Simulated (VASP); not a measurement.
# Ge (I4_1/amd) in VASP: further runs, part 2 of 2

VASP 6.6.1. The steps go on from the part before.

## (3) Single point, r2SCAN (19.22 Å³/atom)

This run uses another cell than the first one, of 19.22 Å³/atom.

The input, POSCAR:

```
Ge
1.0
   -2.5973290730      2.5973290730      1.4248394997
    2.5973290730     -2.5973290730      1.4248394997
    2.5973290730      2.5973290730     -1.4248394997
Ge
2
Direct
    0.2500000000      0.7500000000      0.5000000000
    0.5000000000      0.5000000000      0.0000000000
```

The input, INCAR.step1:

```
  ALGO = Normal
  EDIFF = 1E-4
  ENCUT = 520
  GGA = PE
  ISMEAR = 0
  LASPH = True
  LCHARG = False
  LREAL = False
  LWAVE = True
  NBANDS = 21
  NELM = 60
  PREC = Accurate
  SIGMA = 0.1
```

The input, INCAR.step2:

```
  ALGO = Normal
  EDIFF = 1E-6
  ENCUT = 520
  ISIF = 2
  ISMEAR = 0
  ISTART = 1
  LASPH = True
  LCHARG = False
  LMIXTAU = True
  LREAL = False
  LWAVE = False
  METAGGA = R2SCAN
  NBANDS = 21
  NELM = 60
  PREC = Accurate
  SIGMA = 0.1
```

The input, KPOINTS:

```
k-points
0
Gamma
  16 16 16
```

Potentials or basis: VASP PAW PBE potentials, release 64 (Ge_d).

The run is started by

```bash
cat potpaw_PBE.64/Ge_d/POTCAR > POTCAR
cp INCAR.step1 INCAR
mpirun -np 1 vasp_std > vasp.out
cp INCAR.step2 INCAR
mpirun -np 1 vasp_std > vasp.out
```

OUTCAR:

```text
EDIFF = 1E-6
   ENCUT = 520
   ISIF = 2
   ISMEAR = 0
   ISTART = 1
   LASPH = True
   LREAL = False
   METAGGA = R2SCAN
   NELM = 60
   PREC = Accurate

 ion  position               nearest neighbor table
   1  0.250  0.750  0.500-   2 2.69   2 2.69   2 2.69   2 2.69
   2  0.500  0.500  0.000-   1 2.69   1 2.69   1 2.69   1 2.69

  LATTYP: Found a body centered tetragonal cell.
 ALAT       =     5.1946581460
 C/A-ratio  =     0.5485787359

  Lattice vectors:

 A1 = (  -2.5973290730,   2.5973290730,   1.4248394997)
 A2 = (   2.5973290730,  -2.5973290730,   1.4248394997)
 A3 = (   2.5973290730,   2.5973290730,  -1.4248394997)

Analysis of symmetry for initial positions (statically):
=====================================================================
 Subroutine PRICEL returns:
 Original cell was already a primitive cell.

 Routine SETGRP: Setting up the symmetry group for a
 body centered tetragonal supercell.

 Subroutine GETGRP returns: Found 16 space group operations
[... 163 lines left out ...]
  ---------------------------------------------------
  free energy    TOTEN  =       -27.02199090 eV

  energy without entropy =      -27.01858881  energy(sigma->0) =      -27.02028986

 E-fermi :   6.3070     XC(G=0): -12.1644

 val. band max:        6.2877694037   @ k =  -0.3750  -0.3750   0.0625
 cond. band min:       6.3199780428   @ k =   0.4375   0.3750   0.0000
 fundamental gap:      0.0322086392
 Fermi energy:         6.3069880811

 k-point     1 :       0.0000    0.0000    0.0000
  band No.  band energies     occupation
      1     -19.1817      2.00000
      2     -19.1348      2.00000
      3     -19.1045      2.00000
      4     -19.1041      2.00000
      5     -19.0080      2.00000
      6     -19.0080      2.00000
[... 565 lines left out ...]
     20      18.6192      0.00000
     21      19.1405      0.00000

 [... further k-points ...]

------------------------ aborting loop because EDIFF is reached ----------------------------------------

  FORCE on cell =-STRESS in cart. coord.  units (eV):
  Direction    XX          YY          ZZ          XY          YZ          ZX
  --------------------------------------------------------------------------------------
  -------------------------------------------------------------------------------------
  Total       -0.5643096     -0.5643096     -0.5517430      0.0000000     -0.0000000      0.0000000
  in kB      -23.5151696    -23.5151696    -22.9915131      0.0000000     -0.0000000      0.0000000
  external PRESSURE =     -23.3406174 kB  Pullay stress =       0.0000000 kB

 VOLUME and BASIS-vectors are now :
 -----------------------------------------------------------------------------
  energy-cutoff  :      520.00
  volume of cell :       38.45
      direct lattice vectors                 reciprocal lattice vectors
    -2.597329073  2.597329073  1.424839500     0.000000000  0.192505449  0.350916717
     2.597329073 -2.597329073  1.424839500     0.192505449  0.000000000  0.350916717
     2.597329073  2.597329073 -1.424839500     0.192505449  0.192505449  0.000000000

 POSITION                                       TOTAL-FORCE (eV/Angst)
 -----------------------------------------------------------------------------------
      2.59733      0.00000      0.71242        -0.000000      0.000000     -0.000000
      0.00000      0.00000      1.42484         0.000000     -0.000000      0.000000
 -----------------------------------------------------------------------------------
    total drift:                                0.000000     -0.000000      0.000000

  FREE ENERGIE OF THE ION-ELECTRON SYSTEM (eV)
  ---------------------------------------------------
  free  energy   TOTEN  =       -27.0219909003 eV

  energy  without entropy=      -27.0185888125  energy(sigma->0) =      -27.02028986
```

OUTCAR.step1:

```text
EDIFF = 1E-4
   ENCUT = 520
   GGA = PE
   ISMEAR = 0
   LASPH = True
[... 800 lines left out ...]
 -----------------------------------------------------------------------------------
      2.59733      0.00000      0.71242        -0.000000     -0.000000     -0.000000
      0.00000      0.00000      1.42484         0.000000      0.000000      0.000000
 -----------------------------------------------------------------------------------
    total drift:                                0.000000     -0.000000      0.000000

  FREE ENERGIE OF THE ION-ELECTRON SYSTEM (eV)
  ---------------------------------------------------
  free  energy   TOTEN  =        -8.5790610405 eV

  energy  without entropy=       -8.5756043444  energy(sigma->0) =       -8.57733269
```

Wall time 28 min (1 thread of Intel Xeon 8259CL, shared host); peak memory 0.34 GiB.

What came out:

| Item | Value |
| --- | --- |
| Free energy | -27.0220 eV |
| Pressure | -2.3 GPa |
| Band gap on the k mesh | zero (bands 14 and 15 overlap by 5.35 eV) |

Caveat: the PAW data sets were made with another functional, which shifts forces and pressure a little.

## (4) Single point, r2SCAN (19.22 Å³/atom)

This run uses another cell than the first one, of 19.22 Å³/atom.

The input, POSCAR:

```
Ge
1.0
   -2.5973290736      2.5973290736      1.4248394998
    2.5973290736     -2.5973290736      1.4248394998
    2.5973290736      2.5973290736     -1.4248394998
Ge
2
Direct
    0.2500000000      0.7500000000      0.5000000000
    0.5000000000      0.5000000000      0.0000000000
```

INCAR.step1 is that of step 3.

INCAR.step2 is that of step 3.

KPOINTS is that of step 3.

Potentials or basis: VASP PAW PBE potentials, release 64 (Ge_d).

The run is started by

```bash
cat potpaw_PBE.64/Ge_d/POTCAR > POTCAR
cp INCAR.step1 INCAR
mpirun -np 1 vasp_std > vasp.out
cp INCAR.step2 INCAR
mpirun -np 1 vasp_std > vasp.out
```

OUTCAR:

```text
EDIFF = 1E-6
   ENCUT = 520
   ISIF = 2
   ISMEAR = 0
   ISTART = 1
   LASPH = True
   LREAL = False
   METAGGA = R2SCAN
   NELM = 60
   PREC = Accurate

 ion  position               nearest neighbor table
   1  0.250  0.750  0.500-   2 2.69   2 2.69   2 2.69   2 2.69
   2  0.500  0.500  0.000-   1 2.69   1 2.69   1 2.69   1 2.69

  LATTYP: Found a body centered tetragonal cell.
 ALAT       =     5.1946581472
 C/A-ratio  =     0.5485787359

  Lattice vectors:

 A1 = (  -2.5973290736,   2.5973290736,   1.4248394998)
 A2 = (   2.5973290736,  -2.5973290736,   1.4248394998)
 A3 = (   2.5973290736,   2.5973290736,  -1.4248394998)

Analysis of symmetry for initial positions (statically):
=====================================================================
 Subroutine PRICEL returns:
 Original cell was already a primitive cell.

 Routine SETGRP: Setting up the symmetry group for a
 body centered tetragonal supercell.

 Subroutine GETGRP returns: Found 16 space group operations
[... 163 lines left out ...]
  ---------------------------------------------------
  free energy    TOTEN  =       -27.02199090 eV

  energy without entropy =      -27.01858881  energy(sigma->0) =      -27.02028986

 E-fermi :   6.3070     XC(G=0): -12.1644

 val. band max:        6.2877693990   @ k =  -0.3750  -0.3750   0.0625
 cond. band min:       6.3199780369   @ k =   0.4375   0.3750   0.0000
 fundamental gap:      0.0322086379
 Fermi energy:         6.3069880752

 k-point     1 :       0.0000    0.0000    0.0000
  band No.  band energies     occupation
      1     -19.1817      2.00000
      2     -19.1348      2.00000
      3     -19.1045      2.00000
      4     -19.1041      2.00000
      5     -19.0080      2.00000
      6     -19.0080      2.00000
[... 565 lines left out ...]
     20      18.6192      0.00000
     21      19.1405      0.00000

 [... further k-points ...]

------------------------ aborting loop because EDIFF is reached ----------------------------------------

  FORCE on cell =-STRESS in cart. coord.  units (eV):
  Direction    XX          YY          ZZ          XY          YZ          ZX
  --------------------------------------------------------------------------------------
  -------------------------------------------------------------------------------------
  Total       -0.5643096     -0.5643096     -0.5517430      0.0000000      0.0000000      0.0000000
  in kB      -23.5151685    -23.5151685    -22.9915122      0.0000000      0.0000000      0.0000000
  external PRESSURE =     -23.3406164 kB  Pullay stress =       0.0000000 kB

 VOLUME and BASIS-vectors are now :
 -----------------------------------------------------------------------------
  energy-cutoff  :      520.00
  volume of cell :       38.45
      direct lattice vectors                 reciprocal lattice vectors
    -2.597329074  2.597329074  1.424839500     0.000000000  0.192505449  0.350916717
     2.597329074 -2.597329074  1.424839500     0.192505449  0.000000000  0.350916717
     2.597329074  2.597329074 -1.424839500     0.192505449  0.192505449  0.000000000

 POSITION                                       TOTAL-FORCE (eV/Angst)
 -----------------------------------------------------------------------------------
      2.59733      0.00000      0.71242         0.000000     -0.000000     -0.000000
      0.00000      0.00000      1.42484        -0.000000      0.000000      0.000000
 -----------------------------------------------------------------------------------
    total drift:                                0.000000     -0.000000      0.000000

  FREE ENERGIE OF THE ION-ELECTRON SYSTEM (eV)
  ---------------------------------------------------
  free  energy   TOTEN  =       -27.0219909001 eV

  energy  without entropy=      -27.0185888123  energy(sigma->0) =      -27.02028986
```

OUTCAR.step1:

```text
EDIFF = 1E-4
   ENCUT = 520
   GGA = PE
   ISMEAR = 0
   LASPH = True
[... 800 lines left out ...]
 -----------------------------------------------------------------------------------
      2.59733      0.00000      0.71242        -0.000000     -0.000000      0.000000
      0.00000      0.00000      1.42484         0.000000      0.000000     -0.000000
 -----------------------------------------------------------------------------------
    total drift:                                0.000000     -0.000000      0.000000

  FREE ENERGIE OF THE ION-ELECTRON SYSTEM (eV)
  ---------------------------------------------------
  free  energy   TOTEN  =        -8.5790610397 eV

  energy  without entropy=       -8.5756043436  energy(sigma->0) =       -8.57733269
```

It took 7.6 min on 1 thread of Intel Xeon 6975P-C (Granite Rapids), shared host; peak memory 0.34 GiB.

What came out:

- Free energy: -27.0220 eV
- Pressure: -2.3 GPa
- Band gap on the k mesh: zero (bands 14 and 15 overlap by 5.35 eV)

Levels at points of the mesh, in eV from the Fermi level:
| k point | band 10 | band 11 | band 12 | band 13 | band 14 | band 15 | band 16 | band 17 | band 18 | band 19 |
| --- | --- | --- | --- | --- | --- | --- | --- | --- | --- | --- |
| (0.00, 0.00, 0.00) | -25.18 | -13.64 | -4.16 | -2.41 | -2.41 | 3.84 | 7.77 | 7.77 | 8.05 | 8.23 |
| (0.50, 0.00, 0.00) | -25.23 | -8.41 | -6.58 | -2.72 | -2.09 | -1.50 | 2.81 | 3.62 | 5.63 | 9.30 |
| (0.50, 0.50, 0.00) | -25.26 | -10.83 | -10.83 | 0.61 | 0.61 | 2.15 | 2.15 | 7.52 | 7.52 | 11.55 |
| (0.50, 0.50, 0.50) | -25.31 | -9.14 | -9.14 | -5.94 | -5.94 | 6.09 | 6.09 | 11.28 | 11.28 | 15.68 |

Caveat: the PAW data sets were made with another functional, which shifts forces and pressure a little.

## (5) Single point, r2SCAN (19.78 Å³/atom)

This run uses another cell than the first one, of 19.78 Å³/atom.

The input, POSCAR:

```
Ge
1.0
   -2.6202595491      2.6202595491      1.4407874465
    2.6202595491     -2.6202595491      1.4407874465
    2.6202595491      2.6202595491     -1.4407874465
Ge
2
Direct
    0.2500000000      0.7500000000      0.5000000000
    0.5000000000      0.5000000000      0.0000000000
```

The input, INCAR.step1:

```
SYSTEM = Ge
  ALGO = Normal
  EDIFF = 1E-4
  ENCUT = 520
  GGA = PE
  ISMEAR = 0
  LASPH = .True.
  LCHARG = .False.
  LREAL = .False.
  LWAVE = .True.
  NBANDS = 21
  NELM = 80
  PREC = Accurate
  SIGMA = 0.1
```

The input, INCAR.step2:

```
SYSTEM = Ge
  ALGO = Normal
  EDIFF = 1E-6
  ENCUT = 520
  ISIF = 2
  ISMEAR = 0
  ISTART = 1
  LASPH = .True.
  LCHARG = .False.
  LMIXTAU = .True.
  LREAL = .False.
  LWAVE = .False.
  METAGGA = R2SCAN
  NBANDS = 21
  NELM = 80
  PREC = Accurate
  SIGMA = 0.1
```

The input, KPOINTS:

```
k-points
0
Gamma
  16 16 16
  0 0 0
```

Potentials or basis: VASP PAW PBE potentials, release 64 (Ge_d).

The run is started by

```bash
cat potpaw_PBE.64/Ge_d/POTCAR > POTCAR
cp INCAR.step1 INCAR
mpirun -np 1 vasp_std > vasp.out
cp INCAR.step2 INCAR
mpirun -np 1 vasp_std > vasp.out
```

OUTCAR:

```text
SYSTEM = Ge
   EDIFF = 1E-6
   ENCUT = 520
   ISIF = 2
   ISMEAR = 0
   ISTART = 1
   LASPH = .True.
   LREAL = .False.
   METAGGA = R2SCAN
   NELM = 80
   PREC = Accurate

 ion  position               nearest neighbor table
   1  0.250  0.750  0.500-   2 2.72   2 2.72   2 2.72   2 2.72
   2  0.500  0.500  0.000-   1 2.72   1 2.72   1 2.72   1 2.72

  LATTYP: Found a body centered tetragonal cell.
 ALAT       =     5.2405190982
 C/A-ratio  =     0.5498644006

  Lattice vectors:

 A1 = (  -2.6202595491,   2.6202595491,   1.4407874465)
 A2 = (   2.6202595491,  -2.6202595491,   1.4407874465)
 A3 = (   2.6202595491,   2.6202595491,  -1.4407874465)

Analysis of symmetry for initial positions (statically):
=====================================================================
 Subroutine PRICEL returns:
 Original cell was already a primitive cell.

 Routine SETGRP: Setting up the symmetry group for a
 body centered tetragonal supercell.

 Subroutine GETGRP returns: Found 16 space group operations
 (whereof  8 operations were pure point group operations)
[... 163 lines left out ...]
  free energy    TOTEN  =       -27.00021105 eV

  energy without entropy =      -26.99654795  energy(sigma->0) =      -26.99837950

 E-fermi :   6.0028     XC(G=0): -12.0006

 val. band max:        6.0019735376   @ k =  -0.0625   0.4375   0.0625
 cond. band min:       6.0188059497   @ k =   0.1875   0.0625   0.0000
 fundamental gap:      0.0168324121
 Fermi energy:         6.0027559861

 k-point     1 :       0.0000    0.0000    0.0000
  band No.  band energies     occupation
      1     -19.4634      2.00000
      2     -19.4204      2.00000
      3     -19.3912      2.00000
      4     -19.3907      2.00000
      5     -19.3048      2.00000
      6     -19.3047      2.00000
[... 565 lines left out ...]
     20      18.1768      0.00000
     21      18.6773      0.00000

 [... further k-points ...]

------------------------ aborting loop because EDIFF is reached ----------------------------------------

  FORCE on cell =-STRESS in cart. coord.  units (eV):
  Direction    XX          YY          ZZ          XY          YZ          ZX
  --------------------------------------------------------------------------------------
  -------------------------------------------------------------------------------------
  Total       -1.0059458     -1.0059458     -0.9864616      0.0000000      0.0000000      0.0000000
  in kB      -40.7320830    -40.7320830    -39.9431438      0.0000000      0.0000000      0.0000000
  external PRESSURE =     -40.4691033 kB  Pullay stress =       0.0000000 kB

 VOLUME and BASIS-vectors are now :
 -----------------------------------------------------------------------------
  energy-cutoff  :      520.00
  volume of cell :       39.57
      direct lattice vectors                 reciprocal lattice vectors
    -2.620259549  2.620259549  1.440787446     0.000000000  0.190820791  0.347032452
     2.620259549 -2.620259549  1.440787446     0.190820791  0.000000000  0.347032452
     2.620259549  2.620259549 -1.440787446     0.190820791  0.190820791  0.000000000

 POSITION                                       TOTAL-FORCE (eV/Angst)
 -----------------------------------------------------------------------------------
      2.62026      0.00000      0.72039         0.000000     -0.000000      0.000000
      0.00000      0.00000      1.44079        -0.000000      0.000000     -0.000000
 -----------------------------------------------------------------------------------
    total drift:                                0.000000     -0.000000      0.000000

  FREE ENERGIE OF THE ION-ELECTRON SYSTEM (eV)
  ---------------------------------------------------
  free  energy   TOTEN  =       -27.0002110546 eV

  energy  without entropy=      -26.9965479520  energy(sigma->0) =      -26.99837950
```

OUTCAR.step1:

```text
SYSTEM = Ge
   EDIFF = 1E-4
   ENCUT = 520
   GGA = PE
   ISMEAR = 0
   LASPH = .True.
   LREAL = .False.
[... 800 lines left out ...]
      2.62026      0.00000      0.72039         0.000000     -0.000000      0.000000
      0.00000      0.00000      1.44079        -0.000000      0.000000     -0.000000
 -----------------------------------------------------------------------------------
    total drift:                                0.000000     -0.000000      0.000000

  FREE ENERGIE OF THE ION-ELECTRON SYSTEM (eV)
  ---------------------------------------------------
  free  energy   TOTEN  =        -8.5746005392 eV

  energy  without entropy=       -8.5707698247  energy(sigma->0) =       -8.57268518
```

It took 7.8 min on 1 thread of Intel Xeon 6975P-C (Granite Rapids), shared host; peak memory 0.35 GiB.

Results:

- Free energy: -27.0002 eV
- Pressure: -4.0 GPa
- Band gap on the k mesh: zero (bands 14 and 15 overlap by 5.18 eV)

Stress tensor (GPa, compression positive):
```
-4.07  0.00  0.00
 0.00 -4.07  0.00
 0.00  0.00 -3.99
```

Caveat: the cell stands under tension; the PAW data sets were made with another functional, which shifts forces and pressure a little.

## (6) Summary

| cell | gap on the mesh (eV) | pressure (GPa) |
| --- | --- | --- |
| a = 3.903 Å, angles 97.5, 97.5, 137.7°, 2 atoms | none | -0.2 |
| a = 3.940 Å, angles 97.5, 97.5, 137.6°, 2 atoms | none | -2.3 |
| a = 3.976 Å, angles 97.5, 97.5, 137.5°, 2 atoms | none | -4.0 |

Alike in all rows: task single point; level r2SCAN; potentials or basis VASP PAW PBE potentials, release 64 (Ge_d); no spin polarisation; k mesh 16 × 16 × 16; cutoff (eV) 520; smearing gaussian 0.1 eV.

Caveats: the PAW data sets were made with another functional, which shifts forces and pressure a little; the cell stands under tension (at least some runs).

Total energies depend on the potentials used, so only differences within one code and one set of settings carry meaning.

The gap in the log of VASP goes by the Fermi energy; the results here count the filled bands.